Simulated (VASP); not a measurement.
**TaN: single point with PBEsol**

Crystal: TaN.

```
CELL_PARAMETERS angstrom
1.46193 -2.53214 0.00000
0.00000 0.00000 -2.87048
8.77160 5.06429 0.00000
ATOMIC_POSITIONS crystal
Ta 0.50000 0.50000 0.08333
Ta 0.00000 0.50000 0.33333
Ta 0.50000 0.50000 0.58333
Ta 0.00000 0.50000 0.83333
N 0.50000 0.00000 0.25000
N 0.00000 0.00000 0.50000
N 0.50000 0.00000 0.75000
N 0.00000 0.00000 0.00000
```

```json
{"Program": "VASP 6.6.1", "Task": "single point", "Functional": "PBEsol", "Potentials or basis": "VASP PAW PBE potentials, release 64 (Ta_pv, N)", "Cutoff": "520 eV", "k mesh": "15 × 15 × 5", "Occupations": "gaussian, width 0.15 eV", "Spin": "no spin polarisation", "Dipole correction": "no", "Further INCAR settings": "ALGO = Fast; EDIFF = 1e-06; NBANDS = 42"}
```

* Pressure: 0.9 GPa
* Band gap on the k mesh: zero (bands 32 and 33 overlap by 0.31 eV)

Stress tensor (GPa, compression positive):
```
0.82 0.00 0.00
0.00 0.82 0.00
0.00 0.00 1.10
```

Levels at points of the mesh, in eV from the Fermi level:
```csv
k point,band 30,band 31,band 32,band 33,band 34,band 35
"(0.00, 0.00, 0.00)",-3.14,-3.14,-2.90,2.23,2.23,2.36
```

Run time: 22 min on 1 thread of Oxide Virtual Turin-like Processor, with other jobs on the host, peak memory 0.55 GiB.

Caveat: the PAW data sets were made with another functional, which shifts forces and pressure a little; spin-orbit coupling is left out, which moves the levels of the heavy elements.
